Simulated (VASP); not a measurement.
# SnTe in VASP: further runs, part 2 of 2

VASP 6.6.1.

### Step 4. Single point, r2SCAN

This run uses another cell than the first one, of 32.93 Å³/atom, 0.935 times its volume.

POSCAR

```
SnTe
1.0
    0.0000000000      3.2051414516      3.2051414516
    3.2051414516      0.0000000000      3.2051414516
    3.2051414516      3.2051414516      0.0000000000
Sn Te
1 1
Direct
    0.5000000000      0.5000000000      0.5000000000
    0.0000000000      0.0000000000      0.0000000000
```

INCAR.step1

```
  PREC = Accurate
  ENCUT = 520
  ISMEAR = 0
  SIGMA = 0.05
  LREAL = F
  LASPH = T
  NELM = 80
  NBANDS = 17
  GGA = PE
  ALGO = Normal
  EDIFF = 1E-4
  LWAVE = T
  LCHARG = F
```

INCAR.step2

```
  PREC = Accurate
  ENCUT = 520
  EDIFF = 1E-7
  ISMEAR = 0
  SIGMA = 0.05
  LREAL = F
  LASPH = T
  NELM = 80
  ALGO = Normal
  ISIF = 2
  LWAVE = F
  LCHARG = F
  METAGGA = R2SCAN
  LMIXTAU = T
  NBANDS = 17
  ISTART = 1
```

KPOINTS

```
Automatic mesh
0
Gamma
  10 10 10
```

Potentials or basis: VASP PAW PBE potentials, release 64 (Sn_d, Te).

Command:

```sh
$ cat potpaw_PBE.64/Sn_d/POTCAR potpaw_PBE.64/Te/POTCAR > POTCAR
$ cp INCAR.step1 INCAR
$ mpirun -np 1 vasp_std > vasp.out
$ cp INCAR.step2 INCAR
$ mpirun -np 1 vasp_std > vasp.out
```

OUTCAR:

```text
PREC = Accurate
   ENCUT = 520
   EDIFF = 1E-7
   ISMEAR = 0
   LREAL = F
   LASPH = T
   NELM = 80
   ISIF = 2
   METAGGA = R2SCAN
   ISTART = 1

 ion  position               nearest neighbor table
   1  0.500  0.500  0.500-   2 3.21   2 3.21   2 3.21   2 3.21   2 3.21   2 3.21
   2  0.000  0.000  0.000-   1 3.21   1 3.21   1 3.21   1 3.21   1 3.21   1 3.21

  LATTYP: Found a face centered cubic cell.
 ALAT       =     6.4102829032

  Lattice vectors:

 A1 = (   0.0000000000,   3.2051414516,   3.2051414516)
 A2 = (   3.2051414516,   0.0000000000,   3.2051414516)
 A3 = (   3.2051414516,   3.2051414516,   0.0000000000)

Analysis of symmetry for initial positions (statically):
=====================================================================
 Subroutine PRICEL returns:
 Original cell was already a primitive cell.

 Routine SETGRP: Setting up the symmetry group for a
 face centered cubic supercell.

 Subroutine GETGRP returns: Found 48 space group operations
 (whereof 48 operations were pure point group operations)
 out of a pool of 48 trial point group operations.

The static configuration has the point symmetry O_h .
[... 159 lines left out ...]

  energy without entropy =      -50.68604473  energy(sigma->0) =      -50.68604805

 E-fermi :   6.4331     XC(G=0):  -9.8220

 val. band max:        6.3392213923   @ k =   0.5000   0.0000   0.0000
 cond. band min:       6.5270005301   @ k =   0.5000   0.0000   0.0000
 fundamental gap:      0.1877791377
 Fermi energy:         6.4331109757

 k-point     1 :       0.0000    0.0000    0.0000
  band No.  band energies     occupation
      1     -16.3607      2.00000
      2     -16.3607      2.00000
      3     -16.3531      2.00000
      4     -16.3531      2.00000
      5     -16.3531      2.00000
      6      -6.7289      2.00000
[... 457 lines left out ...]
      4     -16.3463      2.00000
      5     -16.3460      2.00000
      6      -5.5835      2.00000
[... 9 lines left out ...]
     16      15.9351      0.00000
     17      16.2850      0.00000

 [... further k-points ...]

------------------------ aborting loop because EDIFF is reached ----------------------------------------

  FORCE on cell =-STRESS in cart. coord.  units (eV):
  Direction    XX          YY          ZZ          XY          YZ          ZX
  --------------------------------------------------------------------------------------
  -------------------------------------------------------------------------------------
  Total       -0.3233157     -0.3233157     -0.3233157      0.0000000      0.0000000      0.0000000
  in kB       -7.8662134     -7.8662134     -7.8662134      0.0000000      0.0000000      0.0000000
  external PRESSURE =      -7.8662134 kB  Pullay stress =       0.0000000 kB

 VOLUME and BASIS-vectors are now :
 -----------------------------------------------------------------------------
  energy-cutoff  :      520.00
  volume of cell :       65.85
      direct lattice vectors                 reciprocal lattice vectors
     0.000000000  3.205141452  3.205141452    -0.155999355  0.155999355  0.155999355
     3.205141452  0.000000000  3.205141452     0.155999355 -0.155999355  0.155999355
     3.205141452  3.205141452  0.000000000     0.155999355  0.155999355 -0.155999355

 POSITION                                       TOTAL-FORCE (eV/Angst)
 -----------------------------------------------------------------------------------
      3.20514      3.20514      3.20514        -0.000000      0.000000     -0.000000
      0.00000      0.00000      0.00000         0.000000     -0.000000      0.000000
 -----------------------------------------------------------------------------------
    total drift:                                0.000000      0.000000      0.000000

  FREE ENERGIE OF THE ION-ELECTRON SYSTEM (eV)
  ---------------------------------------------------
  free  energy   TOTEN  =       -50.6860513659 eV

  energy  without entropy=      -50.6860447267  energy(sigma->0) =      -50.68604805
```

OUTCAR.step1:

```text
PREC = Accurate
   ENCUT = 520
   ISMEAR = 0
   LREAL = F
   LASPH = T
[... 701 lines left out ...]
 -----------------------------------------------------------------------------------
      3.20514      3.20514      3.20514        -0.000000     -0.000000     -0.000000
      0.00000      0.00000      0.00000         0.000000      0.000000      0.000000
 -----------------------------------------------------------------------------------
    total drift:                                0.000000      0.000000      0.000000

  FREE ENERGIE OF THE ION-ELECTRON SYSTEM (eV)
  ---------------------------------------------------
  free  energy   TOTEN  =        -7.5650056055 eV

  energy  without entropy=       -7.5648280889  energy(sigma->0) =       -7.56491685
```

OSZICAR.step1:

```text
N       E                     dE             d eps       ncg     rms          rms(c)
DAV:   1     0.122111239954E+03    0.12211E+03   -0.96169E+03  1623   0.133E+03
DAV:   2     0.343172156655E+01   -0.11868E+03   -0.11541E+03  1734   0.331E+02
DAV:   3    -0.732662540519E+01   -0.10758E+02   -0.10656E+02  1959   0.864E+01
DAV:   4    -0.762139436911E+01   -0.29477E+00   -0.29459E+00  1950   0.151E+01
DAV:   5    -0.763140840376E+01   -0.10014E-01   -0.10013E-01  2249   0.275E+00    0.403E+00
DAV:   6    -0.756290296622E+01    0.68505E-01   -0.16199E-01  2066   0.250E+00    0.251E+00
DAV:   7    -0.756407530222E+01   -0.11723E-02   -0.56886E-02  1858   0.109E+00    0.866E-01
DAV:   8    -0.756495121985E+01   -0.87592E-03   -0.74120E-03  1948   0.688E-01    0.165E-01
DAV:   9    -0.756500560549E+01   -0.54386E-04   -0.85294E-04  2113   0.262E-01
   1 F= -.75650056E+01 E0= -.75649168E+01  d E =-.177517E-03
```

Run time: 2.7 min. Hardware: 1 thread of Intel Xeon Platinum 8488C (Sapphire Rapids), shared host; peak memory 0.24 GiB.

What came out:

```yaml
Free_energy: -50.6861 eV
Pressure: -0.8 GPa
Band_gap_on_the_k_mesh: 0.19 eV, direct
```

Levels at points of the mesh, in eV from the valence-band top:
| k point | band 6 | band 7 | band 8 | band 9 | band 10 | band 11 | band 12 | band 13 | band 14 | band 15 |
| --- | --- | --- | --- | --- | --- | --- | --- | --- | --- | --- |
| (0.00, 0.00, 0.00) | -13.07 | -4.91 | -2.30 | -2.30 | -2.30 | 3.37 | 3.37 | 3.37 | 5.11 | 5.11 |
| (0.50, 0.00, 0.00) | -11.84 | -8.48 | -1.94 | -1.94 | 0.00 | 0.19 | 0.40 | 0.40 | 8.12 | 8.96 |
| (0.50, 0.50, 0.00) | -11.56 | -6.68 | -5.57 | -3.82 | -3.82 | 2.56 | 4.90 | 4.90 | 6.36 | 9.11 |

Caveat: the PAW data sets were made with another functional, which shifts forces and pressure a little; spin-orbit coupling is left out, which moves the levels of the heavy elements.

### Step 5. Single point, PBE (atom 1 (Sn) moved 0.12 Å along z)

INCAR

```
SYSTEM = SnTe
ALGO     = Normal         ! electronic algorithm
EDIFF    = 1E-7           ! SCF threshold, eV
ENCUT    = 520            ! plane-wave cutoff, eV
GGA      = PE             ! functional
ISIF     = 2              ! what is computed and relaxed
ISMEAR   = 0              ! smearing method
LASPH    = .TRUE.         ! aspherical terms in the spheres
LCHARG   = .FALSE.        ! write CHGCAR
LREAL    = .FALSE.        ! projectors in reciprocal space
LWAVE    = .FALSE.        ! write WAVECAR
NBANDS   = 17             ! bands
NELM     = 100            ! most SCF steps
PREC     = Accurate       ! precision mode
SIGMA    = 0.05           ! smearing width, eV
```

KPOINTS

```
k-points
0
G
  10 10 10
  0 0 0
```

Edit POSCAR of step 4 so:

```diff
@@ -8,3 +8,3 @@
 Direct
-    0.5000000000      0.5000000000      0.5000000000
+    0.5187199226      0.5187199226      0.4812800774
     0.0000000000      0.0000000000      0.0000000000
```

Command:

```sh
$ cat potpaw_PBE.64/Sn_d/POTCAR potpaw_PBE.64/Te/POTCAR > POTCAR
$ mpirun -np 1 vasp_std > vasp.out
```

Run time: 1.9 min. Hardware: 1 thread of AMD EPYC 7R13 (Zen 3), shared host; peak memory 0.25 GiB.

Results (log left out):

| Property | Result |
| --- | --- |
| Free energy | -7.5660 eV |
| Pressure | 0.1 GPa |
| Largest force | 0.005 eV/Å |
| Band gap on the k mesh | 0.31 eV, direct |

Forces in eV/Å, atoms in the order of the input:
```
Sn   0.000  0.000 -0.005
Te   0.000  0.000  0.005
```

Stress tensor (GPa, compression positive):
```
0.01 0.00 0.00
0.00 0.01 0.00
0.00 0.00 0.37
```

Levels at points of the mesh, in eV from the valence-band top:
| k point | band 8 | band 9 | band 10 | band 11 | band 12 | band 13 |
| --- | --- | --- | --- | --- | --- | --- |
| (0.00, 0.00, 0.00) | -1.91 | -1.86 | -1.86 | 3.28 | 3.28 | 3.40 |
| (0.50, 0.00, 0.00) | -1.62 | -1.56 | 0.00 | 0.31 | 0.59 | 0.67 |
| (0.50, 0.50, 0.00) | -4.97 | -3.37 | -3.37 | 2.51 | 4.82 | 4.82 |
| (0.00, 0.50, 0.50) | -5.09 | -3.36 | -3.35 | 2.42 | 4.85 | 4.89 |

Caveat: the cell differs from its parent crystal (atom 1 (Sn) moved 0.12 Å along z); spin-orbit coupling is left out, which moves the levels of the heavy elements. A k mesh can miss the band edges.

### Step 6. Summary

```csv
level,cell,gap on the mesh (eV),pressure (GPa)
PBE,"a = 4.636 Å, angles 60.0°, 2 atoms",0.23,-2.4
PBE,"a = 4.679 Å, angles 60.0°, 2 atoms",0.29,-3.2
r2SCAN,"a = 4.533 Å, angles 60.0°, 2 atoms",0.19,-0.8
PBE,"a = 4.533 Å, angles 60.0°, 2 atoms",0.31,0.1
```

Some of these runs hold the atoms at other places in the same cell, which the table doesn't show; runs alike in all that it shows share one row.

Alike in all rows: task single point; potentials or basis VASP PAW PBE potentials, release 64 (Sn_d, Te); no spin polarisation; k mesh 10 × 10 × 10; cutoff (eV) 520; smearing gaussian 0.05 eV.

Caveats: spin-orbit coupling is left out, which moves the levels of the heavy elements; the PAW data sets were made with another functional, which shifts forces and pressure a little (some runs).

Absolute energies hang on the potentials; compare differences alone.
